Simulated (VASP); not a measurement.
# TaN (P6_3/mmc) in VASP: a series of runs

Runs on TaN. Level: PBE. Tasks: single point.

All numbers are computed with VASP 6.6.1; they aren't measurements. Logs are shortened: lines on timing, memory, paths and dates and some standing lists are left out, and cuts for length are marked.

**1. The cell of the first run**

Symmetry: P6_3/mmc, No. 194, hexagonal system. The conventional cell has a = 3.078 Å, b = 3.078 Å, c = 4.918 Å, α = 90.00°, β = 90.00°, γ = 120.00°. Within 2.9 Å of Ta (site symmetry -3m) lie 6 N at 2.16 Å and 2 Ta at 2.46 Å. N (site symmetry -6m2) has 6 Ta at 2.16 Å within 2.9 Å.

**2. Single point, PBE (equal xx and yy strain of +1 %)**

The input, INCAR:

```
PREC = Accurate
ENCUT = 520
EDIFF = 1E-6
ISMEAR = -1
SIGMA = 0.01
LREAL = False
LASPH = True
NELM = 100
ALGO = Normal
ISIF = 2
LWAVE = False
LCHARG = False
GGA = PE
NBANDS = 24
```

The input, KPOINTS:

```
regular mesh
0
Gamma
  9 9 5
```

The input, POSCAR:

```
TaN
1.0
    3.0784819984      0.0000000000      0.0000000000
   -1.5392409992      2.6660436156      0.0000000000
    0.0000000000      0.0000000000      4.9180000000
Ta N
2 2
Direct
    0.0000000000      0.0000000000      0.0000000000
    0.0000000000      0.0000000000      0.5000000000
    0.3333333333      0.6666666667      0.2500000000
    0.6666666667      0.3333333333      0.7500000000
```

Potentials or basis: VASP PAW PBE potentials, release 64 (Ta_pv, N).

Launch:

```bash
cat potpaw_PBE.64/Ta_pv/POTCAR potpaw_PBE.64/N/POTCAR > POTCAR
mpirun -np 1 vasp_std > vasp.out
```

OUTCAR:

```text
PREC = Accurate
   ENCUT = 520
   EDIFF = 1E-6
   ISMEAR = -1
   LREAL = False
   LASPH = True
   NELM = 100
   ISIF = 2
   GGA = PE

 ion  position               nearest neighbor table
   1  0.000  0.000  0.000-   3 2.16   4 2.16   3 2.16   4 2.16   4 2.16   3 2.16   2 2.46   2 2.46

   2  0.000  0.000  0.500-   3 2.16   4 2.16   3 2.16   4 2.16   4 2.16   3 2.16   1 2.46   1 2.46

   3  0.333  0.667  0.250-   1 2.16   2 2.16   1 2.16   2 2.16   1 2.16   2 2.16
   4  0.667  0.333  0.750-   1 2.16   2 2.16   1 2.16   2 2.16   1 2.16   2 2.16

  LATTYP: Found a hexagonal cell.
 ALAT       =     3.0784819984
 C/A-ratio  =     1.5975406069

  Lattice vectors:

 A1 = (   3.0784819984,   0.0000000000,   0.0000000000)
 A2 = (  -1.5392409992,   2.6660436156,   0.0000000000)
 A3 = (   0.0000000000,   0.0000000000,   4.9180000000)

Analysis of symmetry for initial positions (statically):
=====================================================================
 Subroutine PRICEL returns:
 Original cell was already a primitive cell.

 Routine SETGRP: Setting up the symmetry group for a
 hexagonal supercell.

 Subroutine GETGRP returns: Found 24 space group operations
 (whereof 12 operations were pure point group operations)
 out of a pool of 24 trial point group operations.

The static configuration has the point symmetry D_3d.
 The point group associated with its full space group is D_6h.

Analysis of symmetry for dynamics (positions and initial velocities):
=====================================================================
 Subroutine PRICEL returns:
 Original cell was already a primitive cell.

 Routine SETGRP: Setting up the symmetry group for a
 hexagonal supercell.

 Subroutine GETGRP returns: Found 24 space group operations
 (whereof 12 operations were pure point group operations)
 out of a pool of 24 trial point group operations.

The dynamic configuration has the point symmetry D_3d.
 The point group associated with its full space group is D_6h.

 Subroutine INISYM returns: Found 24 space group operations
 (whereof 12 operations are pure point group operations),
 and found     1 'primitive' translations

----------------------------------------------------------------------------------------

                                     Primitive cell

  volume of cell :      40.3638

  direct lattice vectors                    reciprocal lattice vectors
     3.078481998  0.000000000  0.000000000     0.324835422  0.187543819  0.000000000
[... 84 lines left out ...]
   ISPIN  =      1    spin polarized calculation?
   LNONCOLLINEAR =      F non collinear calculations
   LSORBIT =      F    spin-orbit coupling
   LASPH  =      T    aspherical Exc in radial PAW
   ENCUT  =  520.0 eV  38.22 Ry    6.18 a.u.   5.72  5.72  9.14*2*pi/ulx,y,z
   NELM   =    100;   NELMIN=  2; NELMDL= -5     # of ELM steps
   EDIFF  = 0.1E-05   stopping-criterion for ELM
   LREAL  =      F    real-space projection
   EDIFFG = 0.1E-04   stopping-criterion for IOM
   NSW    =      0    number of steps for IOM
   IBRION =     -1    ionic relax: 0-MD 1-quasi-New 2-CG
   NFREE  =      0    steps in history (QN), initial steepest desc. (CG)
   ISIF   =      2    stress and relaxation
   ISYM   =      2    0-nonsym 1-usesym 2-fastsym
   POTIM  = 0.5000    time-step for ionic-motion
   TEBEG  =    0.0;   TEEND  =   0.0 temperature during run
   PSTRESS=    0.0 pullay stress
   NELECT =      32.0000    total number of electrons
   NUPDOWN=      -1.0000    fix difference up-down
   EMIN   =  10.00;   EMAX   =-10.00  energy-range for DOS
   EFERMI =   0.00;   METHOD = LEGACY
   ISMEAR =    -1;   SIGMA  =   0.01  broadening in eV -4-tet -1-fermi 0-gaus
   EFERMI_NEDOS =   21; number of points for ismear=-14 and -15
   IALGO  =     38    algorithm
   IMIX   =      4    mixing-type and parameters
     AMIX     =   0.40;   BMIX     =  1.00
     AMIX_MAG =   1.60;   BMIX_MAG =  1.00
  volume/ion in A,a.u.               =      10.09        68.10
  Fermi-wavevector in a.u.,A,eV,Ry     =   1.515168  2.863252 31.235344  2.295733
  Thomas-Fermi vector in A             =   2.624728
   LORBIT       =      0    0 simple, 1 ext, 2 COOP (PROOUT), +10 PAW based schemes
   GGA     = PE    functional components
   LHFCALC =     F    Hartree Fock is set to
   AEXX    =    0.0000 exact exchange contribution
   IVDW    =     0    specifies the selected vdW correction
   LEPSILON=     F    determine dielectric tensor
   LRPA    =     F    only Hartree local field effects (RPA)
 non-spin polarized calculation
  energy-cutoff  :      520.00
  volume of cell :       40.36
 maximum number of plane-waves:      1096
 NGX is ok and might be reduce to    24
   NGX = 11   NGY = 11   NGZ = 19

 number of electron      32.0000003 magnetization

 Free energy of the ion-electron system (eV)
  ---------------------------------------------------
  ext. energy  EPLUGINS =         0.00000000
  ---------------------------------------------------
  free energy    TOTEN  =       -41.43300836 eV

  energy without entropy =      -41.43126737  energy(sigma->0) =      -41.43213787

 E-fermi :   9.6750     XC(G=0): -13.6294

 val. band max:        9.6584278438   @ k =   0.3333  -0.0000   0.2000
 cond. band min:       9.6837195631   @ k =   0.2222   0.2222   0.4000
 fundamental gap:      0.0252917193
 Fermi energy:         9.6750439965

 k-point     1 :       0.0000    0.0000    0.0000
  band No.  band energies     occupation
      1     -27.4825      2.00000
      2     -25.7143      2.00000
      3     -25.7143      2.00000
      4     -25.3410      2.00000
      5     -25.3410      2.00000
      6     -24.4761      2.00000
[... 637 lines left out ...]
     23      16.8257      0.00000
     24      16.8257      0.00000

 [... further k-points ...]
[... 5 lines left out ...]
  --------------------------------------------------------------------------------------
  -------------------------------------------------------------------------------------
  Total        6.1635143      6.1635143     26.8306352      0.0000000      0.0000000     -0.0000000
  in kB      244.6507773    244.6507773   1064.9988643      0.0000000      0.0000000     -0.0000000
  external PRESSURE =     518.1001397 kB  Pullay stress =       0.0000000 kB

 VOLUME and BASIS-vectors are now :
 -----------------------------------------------------------------------------
  energy-cutoff  :      520.00
  volume of cell :       40.36
      direct lattice vectors                 reciprocal lattice vectors
     3.078481998  0.000000000  0.000000000     0.324835422  0.187543819  0.000000000
    -1.539240999  2.666043616  0.000000000     0.000000000  0.375087637  0.000000000
     0.000000000  0.000000000  4.918000000     0.000000000  0.000000000  0.203334689

 POSITION                                       TOTAL-FORCE (eV/Angst)
 -----------------------------------------------------------------------------------
      0.00000      0.00000      0.00000         0.000000      0.000000     -0.000000
      0.00000      0.00000      2.45900        -0.000000      0.000000     -0.000000
     -0.00000      1.77736      1.22950        -0.000000      0.000000      0.000000
      1.53924      0.88868      3.68850         0.000000      0.000000     -0.000000
 -----------------------------------------------------------------------------------
    total drift:                               -0.000000      0.000000      0.000000

  FREE ENERGIE OF THE ION-ELECTRON SYSTEM (eV)
  ---------------------------------------------------
  free  energy   TOTEN  =       -41.4330083639 eV

  energy  without entropy=      -41.4312673724  energy(sigma->0) =      -41.43213787
```

stdout:

```text
POSCAR found type information on POSCAR TaN
 POSCAR found :  2 types and       4 ions
 scaLAPACK will be used
 LDA part: xc-table for (Slater+PW92), standard interpolation
 POSCAR, INCAR and KPOINTS ok, starting setup
 FFT: planning ... GRIDC
 FFT: planning ... GRID_SOFT
 FFT: planning ... GRID
 WAVECAR not read
 entering main loop
```

Wall time 14 s (1 thread of Intel Xeon Platinum 8488C (Sapphire Rapids), shared host); peak memory 0.17 GiB.

What came out:

```yaml
Free_energy: -41.4330 eV
Pressure: 51.8 GPa
Band_gap_on_the_k_mesh: zero (band 16 reaches 10.30 eV, above the bottom of band 17 at 7.79 eV)
```

Levels at points of the mesh, in eV from the Fermi level:
| k point | band 13 | band 14 | band 15 | band 16 | band 17 | band 18 | band 19 | band 20 |
| --- | --- | --- | --- | --- | --- | --- | --- | --- |
| (0.00, 0.00, 0.00) | -3.61 | -3.61 | -3.54 | -1.89 | -1.89 | -0.58 | -0.58 | 2.63 |

Caveat: the cell differs from its parent crystal (equal xx and yy strain of +1 %); spin-orbit coupling is left out, which moves the levels of the heavy elements.

**3. Single point, PBE (zz strain of +2 %)**

The input, INCAR:

```
PREC = Accurate
ENCUT = 600
EDIFF = 1E-6
ISMEAR = -1
SIGMA = 0.01
LREAL = False
LASPH = True
NELM = 120
ALGO = Normal
ISIF = 2
LWAVE = False
LCHARG = False
GGA = PE
NBANDS = 24
GGA_COMPAT = False
```

The input, KPOINTS:

```
Automatic mesh
0
Gamma
  9 9 5
```

The input, POSCAR:

```
TaN
1.0
    3.0480019786      0.0000000000      0.0000000000
   -1.5240009893      2.6396471442      0.0000000000
    0.0000000000      0.0000000000      5.0163600000
Ta N
2 2
Direct
    0.0000000000      0.0000000000      0.0000000000
    0.0000000000      0.0000000000      0.5000000000
    0.3333333333      0.6666666667      0.2500000000
    0.6666666667      0.3333333333      0.7500000000
```

Potentials or basis: VASP PAW PBE potentials, release 64 (Ta_pv, N).

Launch:

```bash
cat potpaw_PBE.64/Ta_pv/POTCAR potpaw_PBE.64/N/POTCAR > POTCAR
mpirun -np 1 vasp_std > vasp.out
```

OUTCAR:

```text
PREC = Accurate
   ENCUT = 600
   EDIFF = 1E-6
   ISMEAR = -1
   LREAL = False
   LASPH = True
   NELM = 120
   ISIF = 2
   GGA = PE

 ion  position               nearest neighbor table
   1  0.000  0.000  0.000-   3 2.16   4 2.16   3 2.16   4 2.16   4 2.16   3 2.16   2 2.51   2 2.51

   2  0.000  0.000  0.500-   3 2.16   4 2.16   3 2.16   4 2.16   4 2.16   3 2.16   1 2.51   1 2.51

   3  0.333  0.667  0.250-   1 2.16   2 2.16   1 2.16   2 2.16   1 2.16   2 2.16
   4  0.667  0.333  0.750-   1 2.16   2 2.16   1 2.16   2 2.16   1 2.16   2 2.16

  LATTYP: Found a hexagonal cell.
 ALAT       =     3.0480019786
 C/A-ratio  =     1.6457863332

  Lattice vectors:

 A1 = (   3.0480019786,   0.0000000000,   0.0000000000)
 A2 = (  -1.5240009893,   2.6396471442,   0.0000000000)
 A3 = (   0.0000000000,   0.0000000000,   5.0163600000)

Analysis of symmetry for initial positions (statically):
=====================================================================
 Subroutine PRICEL returns:
 Original cell was already a primitive cell.

 Routine SETGRP: Setting up the symmetry group for a
 hexagonal supercell.
[... 166 lines left out ...]
  ext. energy  EPLUGINS =         0.00000000
  ---------------------------------------------------
  free energy    TOTEN  =       -41.84392508 eV

  energy without entropy =      -41.84298875  energy(sigma->0) =      -41.84345691

 E-fermi :   9.6211     XC(G=0): -13.6450

 val. band max:        9.6165605517   @ k =   0.2222   0.2222   0.4000
 cond. band min:       9.6383058732   @ k =   0.3333   0.2222   0.2000
 fundamental gap:      0.0217453215
 Fermi energy:         9.6211369397

 k-point     1 :       0.0000    0.0000    0.0000
  band No.  band energies     occupation
      1     -27.2849      2.00000
      2     -25.6482      2.00000
      3     -25.6482      2.00000
      4     -25.3342      2.00000
      5     -25.3342      2.00000
      6     -24.6528      2.00000
[... 637 lines left out ...]
     23      16.9442      0.00000
     24      16.9442      0.00000

 [... further k-points ...]
[... 5 lines left out ...]
  --------------------------------------------------------------------------------------
  -------------------------------------------------------------------------------------
  Total        5.2944133      5.2944133     25.7616422      0.0000000      0.0000000      0.0000000
  in kB      210.1738144    210.1738144   1022.6671569      0.0000000      0.0000000      0.0000000
  external PRESSURE =     481.0049286 kB  Pullay stress =       0.0000000 kB

 VOLUME and BASIS-vectors are now :
 -----------------------------------------------------------------------------
  energy-cutoff  :      600.00
  volume of cell :       40.36
      direct lattice vectors                 reciprocal lattice vectors
     3.048001979  0.000000000  0.000000000     0.328083777  0.189419257  0.000000000
    -1.524000989  2.639647144  0.000000000     0.000000000  0.378838513  0.000000000
     0.000000000  0.000000000  5.016360000     0.000000000  0.000000000  0.199347734

 POSITION                                       TOTAL-FORCE (eV/Angst)
 -----------------------------------------------------------------------------------
      0.00000      0.00000      0.00000        -0.000000      0.000000     -0.000000
      0.00000      0.00000      2.50818        -0.000000      0.000000     -0.000000
     -0.00000      1.75976      1.25409        -0.000000      0.000000      0.000000
      1.52400      0.87988      3.76227         0.000000      0.000000     -0.000000
 -----------------------------------------------------------------------------------
    total drift:                               -0.000000      0.000000      0.000000

  FREE ENERGIE OF THE ION-ELECTRON SYSTEM (eV)
  ---------------------------------------------------
  free  energy   TOTEN  =       -41.8439250782 eV

  energy  without entropy=      -41.8429887479  energy(sigma->0) =      -41.84345691
```

stdout:

```text
POSCAR found type information on POSCAR TaN
 POSCAR found :  2 types and       4 ions
 scaLAPACK will be used
 LDA part: xc-table for (Slater+PW92), standard interpolation
 POSCAR, INCAR and KPOINTS ok, starting setup
 FFT: planning ... GRIDC
 FFT: planning ... GRID_SOFT
 FFT: planning ... GRID
 WAVECAR not read
 entering main loop
```

Wall time 14 s (1 thread of Intel Xeon Platinum 8559C (Emerald Rapids), shared host); peak memory 0.18 GiB.

Results:

* Free energy: -41.8439 eV
* Pressure: 48.1 GPa
* Band gap on the k mesh: zero (band 16 reaches 10.15 eV, above the bottom of band 17 at 8.06 eV)

Levels at points of the mesh, in eV from the Fermi level:
```tsv
k point	band 14	band 15	band 16	band 17	band 18	band 19
(0.00, 0.00, 0.00)	-3.52	-3.52	-1.56	-1.56	-0.59	-0.59
```

Caveat: the cell differs from its parent crystal (zz strain of +2 %); spin-orbit coupling is left out, which moves the levels of the heavy elements.
